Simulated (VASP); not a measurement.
# TiO2 in VASP: further runs

The runs below take TiO2 through single point, with PBE+U.

Program: VASP 6.6.1. These are calculated values, not measurements. Logs are shortened: lines on timing, memory, paths and dates and some standing lists are left out, and cuts for length are marked.

## 1. The cell of the first run

The typed cell holds 6 atoms: a = 3.818 Å, b = 3.818 Å, c = 5.583 Å, α = 109.98°, β = 109.98°, γ = 90.00°.

## 2. Single point, PBE+U

File INCAR:

```
SYSTEM = TiO2
  ALGO = Normal
  EDIFF = 1E-6
  ENCUT = 520
  GGA = PE
  ISIF = 2
  ISMEAR = 0
  LASPH = .TRUE.
  LCHARG = .FALSE.
  LDAU = .TRUE.
  LDAUJ = 0 0
  LDAUL = 2 -1
  LDAUPRINT = 1
  LDAUTYPE = 2
  LDAUU = 4 0
  LMAXMIX = 4
  LREAL = .FALSE.
  LWAVE = .FALSE.
  NBANDS = 33
  NELM = 150
  PREC = Accurate
  SIGMA = 0.02
```

File KPOINTS:

```
k-points
0
G
  6 6 6
  0 0 0
```

File POSCAR:

```
TiO2
1.0
    2.6996351838     -2.6997233933     -0.0197426702
    2.6996351838      2.6997233933     -0.0197426702
   -2.6622989096      0.0000000000      4.9074309982
Ti O
2 4
Direct
    0.1250672149      0.8749327851      0.2500000000
    0.8749327851      0.1250672149      0.7500000000
    0.3302404624      0.0804142840      0.6605770689
    0.6697595376      0.9195857160      0.3394229311
    0.9195857160      0.6697595376      0.8394229311
    0.0804142840      0.3302404624      0.1605770689
```

Potentials or basis: VASP PAW PBE potentials, release 64 (Ti_sv, O).

Launch:

```sh
$ cat potpaw_PBE.64/Ti_sv/POTCAR potpaw_PBE.64/O/POTCAR > POTCAR
$ mpirun -np 1 vasp_std > vasp.out
```

OUTCAR:

```text
SYSTEM = TiO2
   EDIFF = 1E-6
   ENCUT = 520
   GGA = PE
   ISIF = 2
   ISMEAR = 0
   LASPH = .TRUE.
   LREAL = .FALSE.
   NELM = 150
   PREC = Accurate

 ion  position               nearest neighbor table
   1  0.125  0.875  0.250-   4 1.96   6 1.96   4 1.96   6 1.96   3 2.01   5 2.01
   2  0.875  0.125  0.750-   3 1.96   5 1.96   5 1.96   3 1.96   6 2.01   4 2.01
   3  0.330  0.080  0.661-   2 1.96   2 1.96   1 2.01
   4  0.670  0.920  0.339-   1 1.96   1 1.96   2 2.01
   5  0.920  0.670  0.839-   2 1.96   2 1.96   1 2.01
   6  0.080  0.330  0.161-   1 1.96   1 1.96   2 2.01

  LATTYP: Found a base centered monoclinic cell.
 ALAT       =     5.3994147456
 B/A-ratio  =     1.0000059342
 C/A-ratio  =     1.0340146462
 COS(beta)  =    -0.4832669730

  Lattice vectors:

 A1 = (   2.6996351838,  -2.6997233933,  -0.0197426702)
 A2 = (   2.6996351838,   2.6997233933,  -0.0197426702)
 A3 = (  -2.6622989096,   0.0000000000,   4.9074309982)

Analysis of symmetry for initial positions (statically):
=====================================================================
 Subroutine PRICEL returns:
 Original cell was already a primitive cell.

 Routine SETGRP: Setting up the symmetry group for a
 base centered monoclinic supercell.

 Subroutine GETGRP returns: Found  4 space group operations
 (whereof  2 operations were pure point group operations)
 out of a pool of  4 trial point group operations.

The static configuration has the point symmetry S_2 .
 The point group associated with its full space group is C_2h.

Analysis of symmetry for dynamics (positions and initial velocities):
=====================================================================
 Subroutine PRICEL returns:
 Original cell was already a primitive cell.

 Routine SETGRP: Setting up the symmetry group for a
 base centered monoclinic supercell.

 Subroutine GETGRP returns: Found  4 space group operations
 (whereof  2 operations were pure point group operations)
 out of a pool of  4 trial point group operations.

The dynamic configuration has the point symmetry S_2 .
 The point group associated with its full space group is C_2h.

 Subroutine INISYM returns: Found  4 space group operations
 (whereof  2 operations are pure point group operations),
 and found     1 'primitive' translations

----------------------------------------------------------------------------------------

                                     Primitive cell

  volume of cell :      71.2495

  direct lattice vectors                    reciprocal lattice vectors
     2.699635184 -2.699723393 -0.019742670     0.185947936 -0.185204159  0.100877422
     2.699635184  2.699723393 -0.019742670     0.185947936  0.185204159  0.100877422
    -2.662298910  0.000000000  4.907430998     0.001496143  0.000000000  0.204584268

  length of vectors
     3.817974109  3.817974109  5.583073928     0.281164488  0.281164488  0.204589739

  position of ions in fractional coordinates (direct lattice)
     0.125067215  0.874932785  0.250000000
     0.874932785  0.125067215  0.750000000
     0.330240462  0.080414284  0.660577069
     0.669759538  0.919585716  0.339422931
     0.919585716  0.669759538  0.839422931
     0.080414284  0.330240462  0.160577069

  ion indices of the primitive-cell ions
   primitive index   ion index
                 1           1
                 2           2
                 3           3
[... 105 lines left out ...]
   LHFCALC =     F    Hartree Fock is set to
   AEXX    =    0.0000 exact exchange contribution
   IVDW    =     0    specifies the selected vdW correction
   LEPSILON=     F    determine dielectric tensor
   LRPA    =     F    only Hartree local field effects (RPA)
 non-spin polarized calculation
 Gauss-broadening in eV      SIGMA  =   0.02
  energy-cutoff  :      520.00
  volume of cell :       71.25
 maximum number of plane-waves:      1937
   NGX = 15   NGY = 15   NGZ = 21

atom =   1  type =  1  l = 2

 onsite density matrix

spin component  1

  0.2455 -0.0011 -0.0000  0.0000 -0.0000
 -0.0011  0.1000 -0.0000 -0.0000 -0.0000
 -0.0000 -0.0000  0.2445  0.0019  0.0000
  0.0000 -0.0000  0.0019  0.1000 -0.0000
 -0.0000 -0.0000  0.0000 -0.0000  0.1037

spin component  2

  0.2455 -0.0011 -0.0000  0.0000 -0.0000
 -0.0011  0.1000 -0.0000 -0.0000 -0.0000
 -0.0000 -0.0000  0.2445  0.0019  0.0000
  0.0000 -0.0000  0.0019  0.1000 -0.0000
 -0.0000 -0.0000  0.0000 -0.0000  0.1037

 occupancies and eigenvectors

  o =  0.1000  v = -0.0000 -0.0000  0.0132 -0.9998 -0.0117  0.0000  0.0000  0.0000  0.0000  0.0000      0.0000  0.0000  0.0000  0.0000  0.0000  0.0000  0.0000  0.0000  0.0000  0.0000
  o =  0.1000  v =  0.0000  0.0000  0.0000  0.0000  0.0000 -0.0000 -0.0000  0.0132 -0.9998 -0.0117      0.0000  0.0000  0.0000  0.0000  0.0000  0.0000  0.0000  0.0000  0.0000  0.0000
  o =  0.1000  v =  0.0000  0.0000  0.0000  0.0000  0.0000  0.0073  1.0000  0.0000 -0.0000 -0.0000      0.0000  0.0000  0.0000  0.0000  0.0000  0.0000  0.0000  0.0000  0.0000  0.0000
  o =  0.1000  v =  0.0073  1.0000  0.0000 -0.0000 -0.0000  0.0000  0.0000  0.0000  0.0000  0.0000      0.0000  0.0000  0.0000  0.0000  0.0000  0.0000  0.0000  0.0000  0.0000  0.0000
  o =  0.1037  v =  0.0000 -0.0000  0.0001 -0.0117  0.9999  0.0000  0.0000  0.0000  0.0000  0.0000      0.0000  0.0000  0.0000  0.0000  0.0000  0.0000  0.0000  0.0000  0.0000  0.0000
  o =  0.1037  v =  0.0000  0.0000  0.0000  0.0000  0.0000  0.0000 -0.0000  0.0001 -0.0117  0.9999      0.0000  0.0000  0.0000  0.0000  0.0000  0.0000  0.0000  0.0000  0.0000  0.0000
  o =  0.2445  v = -0.0000  0.0000 -0.9999 -0.0132 -0.0001  0.0000  0.0000  0.0000  0.0000  0.0000      0.0000  0.0000  0.0000  0.0000  0.0000  0.0000  0.0000  0.0000  0.0000  0.0000
  o =  0.2445  v =  0.0000  0.0000  0.0000  0.0000  0.0000 -0.0000  0.0000 -0.9999 -0.0132 -0.0001      0.0000  0.0000  0.0000  0.0000  0.0000  0.0000  0.0000  0.0000  0.0000  0.0000
  o =  0.2455  v = -1.0000  0.0073  0.0000  0.0000  0.0000  0.0000  0.0000  0.0000  0.0000  0.0000      0.0000  0.0000  0.0000  0.0000  0.0000  0.0000  0.0000  0.0000  0.0000  0.0000
  o =  0.2455  v =  0.0000  0.0000  0.0000  0.0000  0.0000 -1.0000  0.0073  0.0000  0.0000  0.0000      0.0000  0.0000  0.0000  0.0000  0.0000  0.0000  0.0000  0.0000  0.0000  0.0000

atom =   2  type =  1  l = 2

 onsite density matrix

spin component  1

  0.2455 -0.0011 -0.0000  0.0000 -0.0000
 -0.0011  0.1000 -0.0000 -0.0000 -0.0000
 -0.0000 -0.0000  0.2445  0.0019  0.0000
  0.0000 -0.0000  0.0019  0.1000 -0.0000
 -0.0000 -0.0000  0.0000 -0.0000  0.1037

spin component  2

  0.2455 -0.0011 -0.0000  0.0000 -0.0000
 -0.0011  0.1000 -0.0000 -0.0000 -0.0000
 -0.0000 -0.0000  0.2445  0.0019  0.0000
  0.0000 -0.0000  0.0019  0.1000 -0.0000
 -0.0000 -0.0000  0.0000 -0.0000  0.1037

 occupancies and eigenvectors

  o =  0.1000  v = -0.0000 -0.0000  0.0132 -0.9998 -0.0117  0.0000  0.0000  0.0000  0.0000  0.0000      0.0000  0.0000  0.0000  0.0000  0.0000  0.0000  0.0000  0.0000  0.0000  0.0000
  o =  0.1000  v =  0.0000  0.0000  0.0000  0.0000  0.0000 -0.0000 -0.0000  0.0132 -0.9998 -0.0117      0.0000  0.0000  0.0000  0.0000  0.0000  0.0000  0.0000  0.0000  0.0000  0.0000
  o =  0.1000  v =  0.0000  0.0000  0.0000  0.0000  0.0000  0.0073  1.0000  0.0000 -0.0000 -0.0000      0.0000  0.0000  0.0000  0.0000  0.0000  0.0000  0.0000  0.0000  0.0000  0.0000
  o =  0.1000  v =  0.0073  1.0000  0.0000 -0.0000 -0.0000  0.0000  0.0000  0.0000  0.0000  0.0000      0.0000  0.0000  0.0000  0.0000  0.0000  0.0000  0.0000  0.0000  0.0000  0.0000
  o =  0.1037  v =  0.0000 -0.0000  0.0001 -0.0117  0.9999  0.0000  0.0000  0.0000  0.0000  0.0000      0.0000  0.0000  0.0000  0.0000  0.0000  0.0000  0.0000  0.0000  0.0000  0.0000
  o =  0.1037  v =  0.0000  0.0000  0.0000  0.0000  0.0000  0.0000 -0.0000  0.0001 -0.0117  0.9999      0.0000  0.0000  0.0000  0.0000  0.0000  0.0000  0.0000  0.0000  0.0000  0.0000
  o =  0.2445  v = -0.0000  0.0000 -0.9999 -0.0132 -0.0001  0.0000  0.0000  0.0000  0.0000  0.0000      0.0000  0.0000  0.0000  0.0000  0.0000  0.0000  0.0000  0.0000  0.0000  0.0000
  o =  0.2445  v =  0.0000  0.0000  0.0000  0.0000  0.0000 -0.0000  0.0000 -0.9999 -0.0132 -0.0001      0.0000  0.0000  0.0000  0.0000  0.0000  0.0000  0.0000  0.0000  0.0000  0.0000
  o =  0.2455  v = -1.0000  0.0073  0.0000  0.0000  0.0000  0.0000  0.0000  0.0000  0.0000  0.0000      0.0000  0.0000  0.0000  0.0000  0.0000  0.0000  0.0000  0.0000  0.0000  0.0000
  o =  0.2455  v =  0.0000  0.0000  0.0000  0.0000  0.0000 -1.0000  0.0073  0.0000  0.0000  0.0000      0.0000  0.0000  0.0000  0.0000  0.0000  0.0000  0.0000  0.0000  0.0000  0.0000

 number of electron      47.9999989 magnetization

 Free energy of the ion-electron system (eV)
  ---------------------------------------------------
  ext. energy  EPLUGINS =         0.00000000
  ---------------------------------------------------
  free energy    TOTEN  =       -48.50106133 eV

  energy without entropy =      -48.50106133  energy(sigma->0) =      -48.50106133

 E-fermi :   3.2487     XC(G=0): -10.5144

 val. band max:        3.1602193623   @ k =   0.5000   0.5000   0.0000
 cond. band min:       5.8816580729   @ k =   0.0000   0.0000   0.0000
 fundamental gap:      2.7214387105
 Fermi energy:         3.2487272792

 k-point     1 :       0.0000    0.0000    0.0000
  band No.  band energies     occupation
      1     -54.2959      2.00000
      2     -54.2514      2.00000
      3     -30.6458      2.00000
      4     -30.4492      2.00000
      5     -30.4492      2.00000
      6     -30.3952      2.00000
[... 853 lines left out ...]
     32       9.1913      0.00000
     33       9.2930      0.00000

 [... further k-points ...]
[... 5 lines left out ...]
  --------------------------------------------------------------------------------------
  -------------------------------------------------------------------------------------
  Total        2.0011413      2.0007835      1.6032845      0.0000000      0.0000000     -0.0080273
  in kB       44.9993497     44.9913026     36.0528057      0.0000000      0.0000000     -0.1805094
  external PRESSURE =      42.0144860 kB  Pullay stress =       0.0000000 kB

 VOLUME and BASIS-vectors are now :
 -----------------------------------------------------------------------------
  energy-cutoff  :      520.00
  volume of cell :       71.25
      direct lattice vectors                 reciprocal lattice vectors
     2.699635184 -2.699723393 -0.019742670     0.185947936 -0.185204159  0.100877422
     2.699635184  2.699723393 -0.019742670     0.185947936  0.185204159  0.100877422
    -2.662298910  0.000000000  4.907430998     0.001496143  0.000000000  0.204584268

 POSITION                                       TOTAL-FORCE (eV/Angst)
 -----------------------------------------------------------------------------------
      2.03406      2.02443      1.20712         0.000000     -0.000058      0.000000
      0.70291     -2.02443      3.66083        -0.000000      0.000058     -0.000000
     -0.65004     -0.67446      3.23363         0.001221     -0.000442      0.150163
      3.38701      0.67446      1.63432        -0.001221      0.000442     -0.150163
      2.05586     -0.67446      4.08803        -0.001221     -0.000442     -0.150163
      0.68111      0.67446      0.77991         0.001221      0.000442      0.150163
 -----------------------------------------------------------------------------------
    total drift:                               -0.000000      0.000000      0.000000

  FREE ENERGIE OF THE ION-ELECTRON SYSTEM (eV)
  ---------------------------------------------------
  free  energy   TOTEN  =       -48.5010613323 eV

  energy  without entropy=      -48.5010613323  energy(sigma->0) =      -48.50106133
```

Wall time 87 s (1 thread of Oxide Virtual Turin-like, shared host); peak memory 0.22 GiB.

What came out:

| Item | Value |
| --- | --- |
| Free energy | -48.5011 eV |
| Pressure | 4.2 GPa |
| Largest force | 0.150 eV/Å |
| Band gap on the k mesh | 2.72 eV (least direct gap 2.97 eV) |

Forces on the atoms (eV/Å):
```
Ti   0.000  0.000  0.000
Ti   0.000  0.000  0.000
O    0.001  0.000  0.150
O   -0.001  0.000 -0.150
O   -0.001  0.000 -0.150
O    0.001  0.000  0.150
```

Levels at points of the mesh, in eV from the valence-band top:
```csv
k point,band 21,band 22,band 23,band 24,band 25,band 26,band 27,band 28
"(0.00, 0.00, 0.00)",-0.71,-0.71,-0.33,-0.33,2.72,3.40,4.45,4.45
"(0.50, 0.00, 0.00)",-1.67,-0.82,-0.78,-0.62,3.74,3.91,4.02,4.05
"(0.50, 0.50, 0.00)",-1.85,-1.84,0.00,0.00,3.74,3.75,4.16,4.16
"(0.00, 0.00, 0.50)",-1.17,-1.17,-0.04,-0.04,3.05,3.05,4.27,4.27
"(0.50, 0.00, 0.50)",-1.67,-0.82,-0.77,-0.62,3.74,3.91,4.02,4.04
"(0.50, 0.50, 0.50)",-1.85,-1.85,0.00,0.00,3.74,3.74,4.16,4.16
```

Eigenvalues of the final occupation matrices:
| site | spin | trace | eigenvalues |
| --- | --- | --- | --- |
| site 1 d | 1 | 0.79 | 0.10 0.10 0.10 0.24 0.25 |
| site 1 d | 2 | 0.79 | 0.10 0.10 0.10 0.24 0.25 |
| site 2 d | 1 | 0.79 | 0.10 0.10 0.10 0.24 0.25 |
| site 2 d | 2 | 0.79 | 0.10 0.10 0.10 0.24 0.25 |

Caveat: the cell stands under pressure. A k mesh can miss the band edges.

## 3. Single point, PBE+U

File INCAR:

```
PREC = Accurate ; ENCUT = 520
EDIFF = 1E-6 ; ISMEAR = 0
SIGMA = 0.02 ; LREAL = F
LASPH = T ; NELM = 150
ALGO = Normal ; ISIF = 2
LWAVE = F ; LCHARG = F
LMAXMIX = 4 ; LDAU = T
LDAUTYPE = 2 ; LDAUL = 2 -1
LDAUU = 4 0 ; LDAUJ = 0 0
LDAUPRINT = 1 ; GGA = PE
NBANDS = 33
```

File KPOINTS:

```
regular mesh
0
Gamma
  6 6 6
```

POSCAR is that of step 2.

Potentials or basis: VASP PAW PBE potentials, release 64 (Ti_sv, O).

Launch:

```sh
$ cat potpaw_PBE.64/Ti_sv/POTCAR potpaw_PBE.64/O/POTCAR > POTCAR
$ mpirun -np 1 vasp_std > vasp.out
```

It took 96 s on 1 thread of Oxide Virtual Turin-like, shared host; peak memory 0.22 GiB.

The run converged. Its results:

```
Free energy            : -48.5011 eV
Pressure               : 4.2 GPa
Largest force          : 0.150 eV/Å
Band gap on the k mesh : 2.72 eV (least direct gap 2.97 eV)
```

Forces in eV/Å, atoms in the order of the input:
```
Ti   0.000  0.000  0.000
Ti   0.000  0.000  0.000
O    0.001  0.000  0.150
O   -0.001  0.000 -0.150
O   -0.001  0.000 -0.150
O    0.001  0.000  0.150
```

Stress tensor (GPa, compression positive):
```
 4.50  0.00 -0.02
 0.00  4.50  0.00
-0.02  0.00  3.61
```

Levels at points of the mesh, in eV from the valence-band top:
```tsv
k point	band 21	band 22	band 23	band 24	band 25	band 26	band 27	band 28
(0.00, 0.00, 0.00)	-0.71	-0.71	-0.33	-0.33	2.72	3.40	4.45	4.45
(0.50, 0.00, 0.00)	-1.67	-0.82	-0.78	-0.62	3.74	3.91	4.02	4.05
(0.50, 0.50, 0.00)	-1.85	-1.84	0.00	0.00	3.74	3.75	4.16	4.16
(0.00, 0.00, 0.50)	-1.17	-1.17	-0.04	-0.04	3.05	3.05	4.27	4.27
(0.50, 0.00, 0.50)	-1.67	-0.82	-0.77	-0.62	3.74	3.91	4.02	4.04
(0.50, 0.50, 0.50)	-1.85	-1.85	0.00	0.00	3.74	3.74	4.16	4.16
```

Eigenvalues of the final occupation matrices:
```
    site  spin  trace               eigenvalues
site 1 d     1   0.79  0.10 0.10 0.10 0.24 0.25
site 1 d     2   0.79  0.10 0.10 0.10 0.24 0.25
site 2 d     1   0.79  0.10 0.10 0.10 0.24 0.25
site 2 d     2   0.79  0.10 0.10 0.10 0.24 0.25
```

Caveat: the cell stands under pressure. A k mesh can miss the band edges.

## 4. Single point, PBE+U (12.23 Å³/atom)

This run uses another cell than the first one, of 12.23 Å³/atom.

File INCAR:

```
SYSTEM = TiO2
PREC = Accurate ; ENCUT = 520
EDIFF = 1E-6 ; ISMEAR = 0
SIGMA = 0.02 ; LREAL = .FALSE.
LASPH = .TRUE. ; NELM = 150
ALGO = Normal ; ISIF = 2
LWAVE = .FALSE. ; LCHARG = .FALSE.
LMAXMIX = 4 ; LDAU = .TRUE.
LDAUTYPE = 2 ; LDAUL = 2 -1
LDAUU = 4 0 ; LDAUJ = 0 0
LDAUPRINT = 1 ; GGA = PE
NBANDS = 33
```

File KPOINTS:

```
regular mesh
0
G
  6 6 6
  0 0 0
```

File POSCAR:

```
TiO2
1.0
    2.7184514005     -2.7185327935     -0.0200645848
    2.7184514005      2.7185327935     -0.0200645848
   -2.6808731983      0.0000000000      4.9849465573
Ti O
2 4
Direct
    0.1250076389      0.8749923611      0.2500000000
    0.8749923611      0.1250076389      0.7500000000
    0.3285348016      0.0785736866      0.6570500998
    0.6714651984      0.9214263134      0.3429499002
    0.9214263134      0.6714651984      0.8429499002
    0.0785736866      0.3285348016      0.1570500998
```

Launch:

```sh
$ cat potpaw_PBE.64/Ti_sv/POTCAR potpaw_PBE.64/O/POTCAR > POTCAR
$ mpirun -np 1 vasp_std > vasp.out
```

Wall time 1.9 min (1 thread of Oxide Virtual Turin-like, shared host); peak memory 0.23 GiB.

Results (log left out):

```
Free energy            : -48.5116 eV
Pressure               : -1.1 GPa
Largest force          : 0.145 eV/Å
Band gap on the k mesh : 2.70 eV (least direct gap 2.89 eV)
```

Forces on the atoms (eV/Å):
```
Ti   0.000  0.000  0.000
Ti   0.000  0.000  0.000
O   -0.001  0.001  0.145
O    0.001 -0.001 -0.145
O    0.001  0.001 -0.145
O   -0.001 -0.001  0.145
```

Stress tensor (GPa, compression positive):
```
-0.83  0.00 -0.02
 0.00 -0.84  0.00
-0.02  0.00 -1.51
```

Levels at points of the mesh, in eV from the valence-band top:
```csv
k point,band 21,band 22,band 23,band 24,band 25,band 26,band 27,band 28
"(0.00, 0.00, 0.00)",-0.71,-0.71,-0.27,-0.27,2.70,3.32,4.40,4.40
"(0.50, 0.00, 0.00)",-1.59,-0.80,-0.70,-0.61,3.65,3.81,3.90,3.95
"(0.50, 0.50, 0.00)",-1.75,-1.74,-0.02,-0.02,3.61,3.62,4.02,4.02
"(0.00, 0.00, 0.50)",-1.12,-1.12,-0.01,-0.01,3.00,3.00,4.17,4.17
"(0.50, 0.00, 0.50)",-1.59,-0.80,-0.70,-0.61,3.65,3.81,3.90,3.95
"(0.50, 0.50, 0.50)",-1.74,-1.74,-0.02,-0.02,3.61,3.61,4.02,4.02
```

Eigenvalues of the final occupation matrices:
```tsv
site	spin	trace	eigenvalues
site 1 d	1	0.78	0.10 0.10 0.10 0.24 0.24
site 1 d	2	0.78	0.10 0.10 0.10 0.24 0.24
site 2 d	1	0.78	0.10 0.10 0.10 0.24 0.24
site 2 d	2	0.78	0.10 0.10 0.10 0.24 0.24
```
